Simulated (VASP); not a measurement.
# H2 in VASP: single point with r2SCAN

Aim: the single point of H2 with r2SCAN.

Program: VASP 6.6.1. These are calculated values, not measurements. Logs are shortened: lines on timing, memory, paths and dates and some standing lists are left out, and cuts for length are marked.

## 1. The cell of the first run

The cell holds a molecule in a box, 2 atoms: a = 15.000 Å, b = 15.500 Å, c = 16.000 Å, α = 90.00°, β = 90.00°, γ = 90.00°.

## 2. Single point, r2SCAN

The input, POSCAR:

```
H
1.0
   15.0000000000      0.0000000000      0.0000000000
    0.0000000000     15.5000000000      0.0000000000
    0.0000000000      0.0000000000     16.0000000000
H
2
Direct
    0.4753500713      0.4989875122      0.5011775339
    0.5246499287      0.5010124878      0.4988224661
```

The input, INCAR.step1:

```
  PREC = Accurate
  ENCUT = 440
  ISMEAR = 0
  SIGMA = 0.005
  LREAL = F
  LASPH = T
  NELM = 120
  ISYM = 0
  NBANDS = 8
  GGA = PE
  ALGO = Normal
  EDIFF = 1E-5
  LWAVE = T
  LCHARG = F
  GGA_COMPAT = F
  NELMDL = -8
```

The input, INCAR.step2:

```
  PREC = Accurate
  ENCUT = 440
  EDIFF = 1E-6
  ISMEAR = 0
  SIGMA = 0.005
  LREAL = F
  LASPH = T
  NELM = 120
  ALGO = Normal
  ISIF = 2
  LWAVE = F
  LCHARG = F
  METAGGA = R2SCAN
  LMIXTAU = T
  ISYM = 0
  NBANDS = 8
  ISTART = 1
  GGA_COMPAT = F
```

The input, KPOINTS:

```
Automatic mesh
0
Gamma
  1 1 1
```

Potentials or basis: VASP PAW PBE potentials, release 64 (H).

Run with:

```console
$ cat potpaw_PBE.64/H/POTCAR > POTCAR
$ cp INCAR.step1 INCAR
$ mpirun -np 1 vasp_gam > vasp.out
$ cp INCAR.step2 INCAR
$ mpirun -np 1 vasp_gam > vasp.out
```

OUTCAR:

```text
PREC = Accurate
   ENCUT = 440
   EDIFF = 1E-6
   ISMEAR = 0
   LREAL = F
   LASPH = T
   NELM = 120
   ISIF = 2
   METAGGA = R2SCAN
   ISYM = 0
   ISTART = 1

 ion  position               nearest neighbor table
   1  0.475  0.499  0.501-   2 0.74
   2  0.525  0.501  0.499-   1 0.74

IMPORTANT INFORMATION: All symmetrisations will be switched off!
NOSYMM: (Re-)initialisation of all symmetry stuff for point group C_1.

----------------------------------------------------------------------------------------

                                     Primitive cell

  volume of cell :    3720.0000

  direct lattice vectors                    reciprocal lattice vectors
    15.000000000  0.000000000  0.000000000     0.066666667  0.000000000  0.000000000
     0.000000000 15.500000000  0.000000000     0.000000000  0.064516129  0.000000000
     0.000000000  0.000000000 16.000000000     0.000000000  0.000000000  0.062500000

  length of vectors
    15.000000000 15.500000000 16.000000000     0.066666667  0.064516129  0.062500000

  position of ions in fractional coordinates (direct lattice)
     0.475350071  0.498987512  0.501177534
     0.524649929  0.501012488  0.498822466

  ion indices of the primitive-cell ions
   primitive index   ion index
                 1           1
                 2           2

----------------------------------------------------------------------------------------

 KPOINTS: Automatic mesh

Automatic generation of k-mesh.
 Grid dimensions read from file:
 generate k-points for:    1    1    1

 Generating k-lattice:

  Cartesian coordinates                     Fractional coordinates (reciprocal lattice)
     0.066666667  0.000000000  0.000000000     1.000000000  0.000000000  0.000000000
     0.000000000  0.064516129  0.000000000     0.000000000  1.000000000  0.000000000
     0.000000000  0.000000000  0.062500000     0.000000000  0.000000000  1.000000000

  Length of vectors
     0.066666667  0.064516129  0.062500000

  Shift w.r.t. Gamma in fractional coordinates (k-lattice)
     0.000000000  0.000000000  0.000000000

 Subroutine IBZKPT returns following result:
 ===========================================

 Found      1 irreducible k-points:

 Following reciprocal coordinates:
            Coordinates               Weight
  0.000000  0.000000  0.000000      1.000000
   k-points           NKPTS =      1   k-points in BZ     NKDIM =      1   number of bands    NBANDS=      8
   number of dos      NEDOS =    301   number of ions     NIONS =      2
   total plane-waves  NPLWV = ******
   dimension x,y,z NGX =   108 NGY =  108 NGZ =  112
   dimension x,y,z NGXF=   216 NGYF=  216 NGZF=  224
   ions per type =               2
   NGX,Y,Z   is equivalent  to a cutoff of  11.97, 11.58, 11.64 a.u.
   NGXF,Y,Z  is equivalent  to a cutoff of  23.94, 23.17, 23.27 a.u.
 SYSTEM =  unknown system
   PREC   = accura    normal or accurate (medium, high low for compatibility)
   ISTART =      1    job   : 0-new  1-cont  2-samecut
   ICHARG =      0    charge: 1-file 2-atom 10-const
   ISPIN  =      1    spin polarized calculation?
   LNONCOLLINEAR =      F non collinear calculations
   LSORBIT =      F    spin-orbit coupling
   LASPH  =      T    aspherical Exc in radial PAW
   ENCUT  =  440.0 eV  32.34 Ry    5.69 a.u.  25.66 26.51 27.37*2*pi/ulx,y,z
   NELM   =    120;   NELMIN=  2; NELMDL=  0     # of ELM steps
   EDIFF  = 0.1E-05   stopping-criterion for ELM
   LREAL  =      F    real-space projection
   EDIFFG = 0.1E-04   stopping-criterion for IOM
   NSW    =      0    number of steps for IOM
   IBRION =     -1    ionic relax: 0-MD 1-quasi-New 2-CG
   NFREE  =      0    steps in history (QN), initial steepest desc. (CG)
   ISIF   =      2    stress and relaxation
   ISYM   =      0    0-nonsym 1-usesym 2-fastsym
   POTIM  = 0.5000    time-step for ionic-motion
   TEBEG  =    0.0;   TEEND  =   0.0 temperature during run
   PSTRESS=    0.0 pullay stress
   NELECT =       2.0000    total number of electrons
   NUPDOWN=      -1.0000    fix difference up-down
   EMIN   =  10.00;   EMAX   =-10.00  energy-range for DOS
   EFERMI =   0.00;   METHOD = LEGACY
   ISMEAR =     0;   SIGMA  =   0.01  broadening in eV -4-tet -1-fermi 0-gaus
   EFERMI_NEDOS =   21; number of points for ismear=-14 and -15
   IALGO  =     38    algorithm
   IMIX   =      4    mixing-type and parameters
     AMIX     =   0.40;   BMIX     =  1.00
     AMIX_MAG =   1.60;   BMIX_MAG =  1.00
  volume/ion in A,a.u.               =    1860.00     12551.90
  Fermi-wavevector in a.u.,A,eV,Ry     =   0.133118  0.251557  0.241101  0.017720
  Thomas-Fermi vector in A             =   0.777987
   LORBIT       =      0    0 simple, 1 ext, 2 COOP (PROOUT), +10 PAW based schemes
   METAGGA = R2SCAN    functional components
   LHFCALC =     F    Hartree Fock is set to
   AEXX    =    0.0000 exact exchange contribution
   IVDW    =     0    specifies the selected vdW correction
   LEPSILON=     F    determine dielectric tensor
   LRPA    =     F    only Hartree local field effects (RPA)
 non-spin polarized calculation
 Gauss-broadening in eV      SIGMA  =   0.01
  energy-cutoff  :      440.00
  volume of cell :     3720.00
 maximum number of plane-waves:     38973
 NGX is ok and might be reduce to   108
   NGX = 51   NGY = 53   NGZ = 55

 number of electron       2.0000000 magnetization

 Free energy of the ion-electron system (eV)
  ---------------------------------------------------
  ext. energy  EPLUGINS =         0.00000000
  ---------------------------------------------------
  free energy    TOTEN  =        -6.90322614 eV

  energy without entropy =       -6.90322614  energy(sigma->0) =       -6.90322614

 E-fermi : -10.7821     XC(G=0):  -0.0365

 val. band max:      -10.8080241080   @ k =   0.0000   0.0000   0.0000
 cond. band min:       0.0215944158   @ k =   0.0000   0.0000   0.0000
 fundamental gap:     10.8296185238
 Fermi energy:       -10.7820748359

 k-point     1 :       0.0000    0.0000    0.0000
  band No.  band energies     occupation
      1     -10.8080      2.00000
      2       0.0216      0.00000
      3       0.5859      0.00000
      4       0.6058      0.00000
      5       0.6200      0.00000
      6       0.6250      0.00000
      7       0.6474      0.00000
      8       0.7250      0.00000

------------------------ aborting loop because EDIFF is reached ----------------------------------------

  FORCE on cell =-STRESS in cart. coord.  units (eV):
  Direction    XX          YY          ZZ          XY          YZ          ZX
  --------------------------------------------------------------------------------------
  -------------------------------------------------------------------------------------
  Total       -0.0762352     -0.0754789     -0.0753157     -0.0000268     -0.0000148     -0.0000131
  in kB       -0.0328340     -0.0325082     -0.0324379     -0.0000115     -0.0000064     -0.0000056
  external PRESSURE =      -0.0325934 kB  Pullay stress =       0.0000000 kB

 VOLUME and BASIS-vectors are now :
 -----------------------------------------------------------------------------
  energy-cutoff  :      440.00
  volume of cell :     3720.00
      direct lattice vectors                 reciprocal lattice vectors
    15.000000000  0.000000000  0.000000000     0.066666667  0.000000000  0.000000000
     0.000000000 15.500000000  0.000000000     0.000000000  0.064516129  0.000000000
     0.000000000  0.000000000 16.000000000     0.000000000  0.000000000  0.062500000

 POSITION                                       TOTAL-FORCE (eV/Angst)
 -----------------------------------------------------------------------------------
      7.13025      7.73431      8.01884        -0.023998     -0.001288      0.001421
      7.86975      7.76569      7.98116         0.023998      0.001288     -0.001421
 -----------------------------------------------------------------------------------
    total drift:                                0.000000     -0.000000      0.000000

  FREE ENERGIE OF THE ION-ELECTRON SYSTEM (eV)
  ---------------------------------------------------
  free  energy   TOTEN  =        -6.9032261370 eV

  energy  without entropy=       -6.9032261370  energy(sigma->0) =       -6.90322614
```

Wall time 21 min (1 thread of Intel Xeon 8259CL, shared host); peak memory 2.1 GiB.

Results:

* Free energy: -6.9032 eV
* Largest force: 0.024 eV/Å
* Gap between the frontier levels: 10.83 eV

Forces in eV/Å, atoms in the order of the input:
```
H   -0.024 -0.001  0.001
H    0.024  0.001 -0.001
```

Levels at points of the mesh, in eV from the valence-band top:
```csv
k point,band 1,band 2,band 3,band 4
"(0.00, 0.00, 0.00)",0.00,10.83,11.39,11.41
```

Caveat: the PAW data sets were made with another functional, which shifts forces and pressure a little.
